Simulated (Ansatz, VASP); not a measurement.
**Two plane-wave programs on SiC**

INCAR

```
SYSTEM = SiC
ALGO = Normal
EDIFF = 1E-6
ENCUT = 520
GGA = PS
ISIF = 2
ISMEAR = 0
LASPH = .TRUE.
LCHARG = .TRUE.
LELF = .TRUE.
LREAL = .FALSE.
LVHAR = .TRUE.
LWAVE = .FALSE.
NBANDS = 11
NELM = 100
PREC = Accurate
SIGMA = 0.05
```

Contents of KPOINTS:

```
k-points
0
G
  18 18 18
  0 0 0
```

File POSCAR:

```
SiC
1.0
    0.0000000000      2.0170721952      2.0170721952
    2.0170721952      0.0000000000      2.0170721952
    2.0170721952      2.0170721952      0.0000000000
C Si
1 1
Direct
    0.0000000000      0.0000000000      0.0000000000
    0.5000000000      0.5000000000      0.5000000000
```

Input for Ansatz:

```yaml
crystal:
  lattice:
    - [0.0, 2.0170721952, 2.0170721952]
    - [2.0170721952, 0.0, 2.0170721952]
    - [2.0170721952, 2.0170721952, 0.0]
  atoms:
    - { symbol: C, position: [0.0, 0.0, 0.0] }
    - { symbol: Si, position: [0.5, 0.5, 0.5] }
basis:
  ecutwfc: 420
  ecutrho_ratio: 4
kpoints:
  mp_grid: { grid: [18, 18, 18] }
hamiltonian:
  xc: pbesol
scf:
  occupations: { method: gaussian, width: 0.05 }
output:
  forces: true
  stress: true
  eigenvalues: true
```

Alike in both runs: task single point; functional PBEsol; k mesh 18 × 18 × 18; occupations gaussian, width 0.05 eV; no spin polarisation.

```csv
,VASP,Ansatz
version,VASP 6.6.1,Ansatz 0.2.0
potentials or method,"VASP PAW PBE potentials, release 64 (C, Si), cutoff 520 eV","scalar-relativistic, plane waves, PAW"
valence electrons in the cell,8,8
```

|  | VASP | Ansatz | Ansatz less VASP |
| --- | --- | --- | --- |
| gap on the k mesh at the Fermi level (eV) | none | none | - |
| pressure (GPa) | 0.6 | 0.0 | -0.59 |

VASP's potentials were made for PBE, not for PBEsol. A gap of «none» marks a metal or a gap that the smearing closes.
